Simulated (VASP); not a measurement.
Ru, 2 atoms in the cell. Symmetry: P6_3/mmc, No. 194, hexagonal system. The conventional cell has a = 2.604 Å, b = 2.604 Å, c = 4.320 Å, α = 90.00°, β = 90.00°, γ = 120.00°. Within 3.4 Å of Ru (site symmetry -6m2) lie 12 Ru at 2.60 to 2.63 Å.  This cell differs from its parent crystal: volume 12.682 Å^3 an atom, c/a of the conventional cell 1.6589.

```yaml
Program: VASP 6.6.1
Task: single point
Functional: PBEsol
Potentials_or_basis: VASP PAW PBE potentials, release 64 (Ru_pv)
Cutoff: 520 eV
k_mesh: 21 × 21 × 12
Occupations: gaussian, width 0.15 eV
Spin: no spin polarisation
Dipole_correction: no
Further_INCAR_settings: ALGO = Fast; EDIFF = 1e-07; NBANDS = 21
```

Potentials or basis: VASP PAW PBE potentials, release 64 (Ru_pv).

Launch:

```console
$ cat potpaw_PBE.64/Ru_pv/POTCAR > POTCAR
$ mpirun -np 1 vasp_std > vasp.out
```

Hardware: 1 thread of Intel(R) Xeon(R) Platinum 8259CL CPU @ 2.50GHz (Skylake/Cascade Lake), with other jobs on the host.

Problem. How long does it take, and how much memory?

Solution. It took 2.5 min on 1 thread of Intel(R) Xeon(R) Platinum 8259CL CPU @ 2.50GHz (Skylake/Cascade Lake), with other jobs on the host, peak memory 0.25 GiB. Counts: scf iterations 14, k points 336.
